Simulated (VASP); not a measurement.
# BP (F-43m) in VASP: phonons with r2SCAN

Aim: the phonons of BP with r2SCAN.

Everything below comes from runs of VASP 6.6.1. Logs are shortened: lines on timing, memory, paths and dates and some standing lists are left out, and cuts for length are marked.

## Step 1: The cell of the first run

Symmetry: F-43m, No. 216, cubic system. The conventional cell has a = 4.536 Å, b = 4.536 Å, c = 4.536 Å, α = 90.00°, β = 90.00°, γ = 90.00°. Within 2.6 Å of B (site symmetry -43m) lie 4 P at 1.96 Å. Within 2.6 Å of P (site symmetry -43m) lie 4 B at 1.96 Å.

## Step 2: Phonons, r2SCAN

Contents of INCAR:

```
SYSTEM = BP
PREC = Accurate
ENCUT = 520
EDIFF = 1E-8
ISMEAR = 0
SIGMA = 0.01
LREAL = .False.
LASPH = .True.
NELM = 80
ALGO = Normal
ISIF = 2
LWAVE = .False.
LCHARG = .True.
METAGGA = R2SCAN
LMIXTAU = .True.
NBANDS = 11
IBRION = 6
NFREE = 2
POTIM = 0.015
NSW = 1
```

Contents of KPOINTS:

```
regular mesh
0
Gamma
  10 10 10
  0 0 0
```

Contents of POSCAR:

```
BP
1.0
    0.0000000000      2.2681872110      2.2681872110
    2.2681872110      0.0000000000      2.2681872110
    2.2681872110      2.2681872110      0.0000000000
B P
1 1
Direct
    0.0000000000      0.0000000000      0.0000000000
    0.7500000000      0.7500000000      0.7500000000
```

Potentials or basis: VASP PAW PBE potentials, release 64 (B, P).

Command:

```sh
> cat potpaw_PBE.64/B/POTCAR potpaw_PBE.64/P/POTCAR > POTCAR
> mpirun -np 1 vasp_std > vasp.out
```

OUTCAR:

```text
SYSTEM = BP
   PREC = Accurate
   ENCUT = 520
   EDIFF = 1E-8
   ISMEAR = 0
   LREAL = .False.
   LASPH = .True.
   NELM = 80
   ISIF = 2
   METAGGA = R2SCAN
   IBRION = 6
   NFREE = 2
   POTIM = 0.015
   NSW = 1

 ion  position               nearest neighbor table
   1  0.000  0.000  0.000-   2 1.96   2 1.96   2 1.96   2 1.96
   2  0.750  0.750  0.750-   1 1.96   1 1.96   1 1.96   1 1.96

  LATTYP: Found a face centered cubic cell.
 ALAT       =     4.5363744220

  Lattice vectors:

 A1 = (   0.0000000000,   2.2681872110,   2.2681872110)
 A2 = (   2.2681872110,   0.0000000000,   2.2681872110)
 A3 = (   2.2681872110,   2.2681872110,   0.0000000000)

Analysis of symmetry for initial positions (statically):
=====================================================================
 Subroutine PRICEL returns:
 Original cell was already a primitive cell.

 Routine SETGRP: Setting up the symmetry group for a
 face centered cubic supercell.

 Subroutine GETGRP returns: Found 24 space group operations
 (whereof 24 operations were pure point group operations)
 out of a pool of 48 trial point group operations.

The static configuration has the point symmetry T_d .

Analysis of symmetry for dynamics (positions and initial velocities):
=====================================================================
 Subroutine PRICEL returns:
 Original cell was already a primitive cell.

 Routine SETGRP: Setting up the symmetry group for a
 face centered cubic supercell.

 Subroutine GETGRP returns: Found 24 space group operations
 (whereof 24 operations were pure point group operations)
 out of a pool of 48 trial point group operations.

The dynamic configuration has the point symmetry T_d .

 Subroutine INISYM returns: Found 24 space group operations
 (whereof 24 operations are pure point group operations),
 and found     1 'primitive' translations

----------------------------------------------------------------------------------------

                                     Primitive cell

  volume of cell :      23.3382

  direct lattice vectors                    reciprocal lattice vectors
     0.000000000  2.268187211  2.268187211    -0.220440358  0.220440358  0.220440358
     2.268187211  0.000000000  2.268187211     0.220440358 -0.220440358  0.220440358
     2.268187211  2.268187211  0.000000000     0.220440358  0.220440358 -0.220440358

  length of vectors
     3.207701116  3.207701116  3.207701116     0.381813899  0.381813899  0.381813899

  position of ions in fractional coordinates (direct lattice)
     0.000000000  0.000000000  0.000000000
     0.750000000  0.750000000  0.750000000

  ion indices of the primitive-cell ions
   primitive index   ion index
                 1           1
                 2           2

----------------------------------------------------------------------------------------

 KPOINTS: regular mesh

Automatic generation of k-mesh.
 Grid dimensions read from file:
 generate k-points for:   10   10   10

 Generating k-lattice:

  Cartesian coordinates                     Fractional coordinates (reciprocal lattice)
    -0.022044036  0.022044036  0.022044036     0.100000000  0.000000000  0.000000000
     0.022044036 -0.022044036  0.022044036     0.000000000  0.100000000  0.000000000
     0.022044036  0.022044036 -0.022044036     0.000000000  0.000000000  0.100000000

  Length of vectors
     0.038181390  0.038181390  0.038181390

  Shift w.r.t. Gamma in fractional coordinates (k-lattice)
     0.000000000  0.000000000  0.000000000

 Subroutine IBZKPT returns following result:
 ===========================================

[... 57 lines left out ...]
   PSTRESS=    0.0 pullay stress
   NELECT =       8.0000    total number of electrons
   NUPDOWN=      -1.0000    fix difference up-down
   EMIN   =  10.00;   EMAX   =-10.00  energy-range for DOS
   EFERMI =   0.00;   METHOD = LEGACY
   ISMEAR =     0;   SIGMA  =   0.01  broadening in eV -4-tet -1-fermi 0-gaus
   EFERMI_NEDOS =   21; number of points for ismear=-14 and -15
   IALGO  =     38    algorithm
   IMIX   =      4    mixing-type and parameters
     AMIX     =   0.40;   BMIX     =  1.00
     AMIX_MAG =   1.60;   BMIX_MAG =  1.00
  volume/ion in A,a.u.               =      11.67        78.75
  Fermi-wavevector in a.u.,A,eV,Ry     =   1.145731  2.165117 17.860356  1.312699
  Thomas-Fermi vector in A             =   2.282418
   LORBIT       =      0    0 simple, 1 ext, 2 COOP (PROOUT), +10 PAW based schemes
   METAGGA = R2SCAN    functional components
   LHFCALC =     F    Hartree Fock is set to
   AEXX    =    0.0000 exact exchange contribution
   IVDW    =     0    specifies the selected vdW correction
   LEPSILON=     F    determine dielectric tensor
   LRPA    =     F    only Hartree local field effects (RPA)
 finite differences with symmetry
 non-spin polarized calculation
 Gauss-broadening in eV      SIGMA  =   0.01
  energy-cutoff  :      520.00
  volume of cell :       23.34
 maximum number of plane-waves:       637
   NGX = 11   NGY = 11   NGZ = 11

--------------------------------------- Ionic step        1  -------------------------------------------

 number of electron       8.0000000 magnetization

 Free energy of the ion-electron system (eV)
  ---------------------------------------------------
  ext. energy  EPLUGINS =         0.00000000
  ---------------------------------------------------
  free energy    TOTEN  =       -17.31132144 eV

  energy without entropy =      -17.31132144  energy(sigma->0) =      -17.31132144

------------------------ aborting loop because EDIFF is reached ----------------------------------------

  FORCE on cell =-STRESS in cart. coord.  units (eV):
  Direction    XX          YY          ZZ          XY          YZ          ZX
  --------------------------------------------------------------------------------------
  -------------------------------------------------------------------------------------
  Total       -0.0709962     -0.0709962     -0.0709962      0.0000000      0.0000000      0.0000000
  in kB       -4.8739244     -4.8739244     -4.8739244      0.0000000      0.0000000      0.0000000
  external PRESSURE =      -4.8739244 kB  Pullay stress =       0.0000000 kB
[... 131 lines left out ...]
--------------------------------------- Ionic step        5  -------------------------------------------

 number of electron       8.0000000 magnetization

 Free energy of the ion-electron system (eV)
  ---------------------------------------------------
  ext. energy  EPLUGINS =         0.00000000
  ---------------------------------------------------
  free energy    TOTEN  =       -17.30910468 eV

  energy without entropy =      -17.30910468  energy(sigma->0) =      -17.30910468

 E-fermi :   7.6860     XC(G=0): -11.5057

 val. band max:        7.5254751970   @ k =   0.0000   0.0000   0.0000
 cond. band min:       8.8449782974   @ k =   0.0000   0.4000   0.4000
 fundamental gap:      1.3195031004
 Fermi energy:         7.6860244061

 k-point     1 :       0.0000    0.0000    0.0000
  band No.  band energies     occupation
      1      -8.8678      2.00000
      2       7.2781      2.00000
      3       7.4029      2.00000
      4       7.5255      2.00000
      5      10.9618      0.00000
      6      11.0423      0.00000
      7      11.1258      0.00000
      8      15.4286      0.00000
      9      19.8135      0.00000
     10      20.0512      0.00000
     11      20.0521      0.00000
[... 309 lines left out ...]
 k-point    24 :       0.4000    0.3000    0.0000
  band No.  band energies     occupation
      1      -5.7710      2.00000
      2       0.9031      2.00000
      3       3.1078      2.00000
      4       3.6895      2.00000
      5       9.4467      0.00000
      6      11.3478      0.00000
      7      17.5236      0.00000
      8      17.5720      0.00000
      9      22.4704      0.00000
     10      23.4716      0.00000
     11      25.5674      0.00000

 [... further k-points ...]

------------------------ aborting loop because EDIFF is reached ----------------------------------------

  FORCE on cell =-STRESS in cart. coord.  units (eV):
  Direction    XX          YY          ZZ          XY          YZ          ZX
  --------------------------------------------------------------------------------------
  -------------------------------------------------------------------------------------
  Total       -0.0705516     -0.0667757     -0.0667757      0.0000000     -0.1022444      0.0000000
  in kB       -4.8434054     -4.5841886     -4.5841886      0.0000000     -7.0191350      0.0000000
  external PRESSURE =      -4.6705942 kB  Pullay stress =       0.0000000 kB
[... 17 lines left out ...]
  FREE ENERGIE OF THE ION-ELECTRON SYSTEM (eV)
  ---------------------------------------------------
  free  energy   TOTEN  =       -17.3091046829 eV

  energy  without entropy=      -17.3091046829  energy(sigma->0) =      -17.30910468

 INTERNAL STRAIN TENSORS FROM DISPLACED ATOMS
 ============================================

 INTERNAL STRAIN TENSOR FOR ION    1 for displacements in x,y,z  (eV/Angst):
          X           Y           Z          XY          YZ          ZX
  --------------------------------------------------------------------------------
  x     0.00000     0.00000     0.00000     0.00000    -6.80321     0.00000
  y     0.00000    -0.00000     0.00000     0.00000     0.00000    -6.80321
  z     0.00000     0.00000     0.00000    -6.80321     0.00000     0.00000

 INTERNAL STRAIN TENSOR FOR ION    2 for displacements in x,y,z  (eV/Angst):
          X           Y           Z          XY          YZ          ZX
  --------------------------------------------------------------------------------
  x     0.00000     0.00000     0.00000     0.00000     6.82063     0.00000
  y     0.00000     0.00000     0.00000     0.00000     0.00000     6.82063
  z     0.00000     0.00000     0.00000     6.82063     0.00000     0.00000

 Eigenvectors and eigenvalues of the dynamical matrix
 ----------------------------------------------------

   1 f  =   24.512519 THz   154.016698 2PiTHz  817.649618 cm-1   101.375587 meV
             X         Y         Z           dx          dy          dz
      0.000000  0.000000  0.000000     0.860977   -0.000000    0.000000
      3.402281  3.402281  3.402281    -0.508644    0.000000    0.000000
[... 21 lines left out ...]
   6 f/i=    0.000301 THz     0.001894 2PiTHz    0.010056 cm-1     0.001247 meV
             X         Y         Z           dx          dy          dz
      0.000000  0.000000  0.000000     0.404991   -0.307735    0.000000
      3.402281  3.402281  3.402281     0.685525   -0.520900    0.000000

 ELASTIC MODULI CONTR FROM IONIC RELAXATION (kBar)
 Direction    XX          YY          ZZ          XY          YZ          ZX
 --------------------------------------------------------------------------------
 XX          -0.0000      0.0000      0.0000      0.0000      0.0000      0.0000
 YY           0.0000     -0.0000      0.0000      0.0000      0.0000     -0.0000
 ZZ           0.0000      0.0000     -0.0000      0.0000      0.0000      0.0000
 XY           0.0000      0.0000      0.0000   -161.6857      0.0000      0.0000
 YZ           0.0000      0.0000      0.0000      0.0000   -161.6857      0.0000
 ZX           0.0000     -0.0000      0.0000      0.0000      0.0000   -161.6857
 --------------------------------------------------------------------------------
```

Wall time 5.9 min (1 thread of Intel Xeon 8259CL, shared host); peak memory 0.2 GiB.

Results:

* Highest phonon frequency at Γ, LO-TO splitting left out: 818 cm⁻¹

Phonon frequencies in cm⁻¹ (negative: imaginary):
```
              q point        frequencies
(0.000, 0.000, 0.000)  0 0 0 818 818 818
```

Caveat: the PAW data sets were made with another functional, which shifts forces and pressure a little.
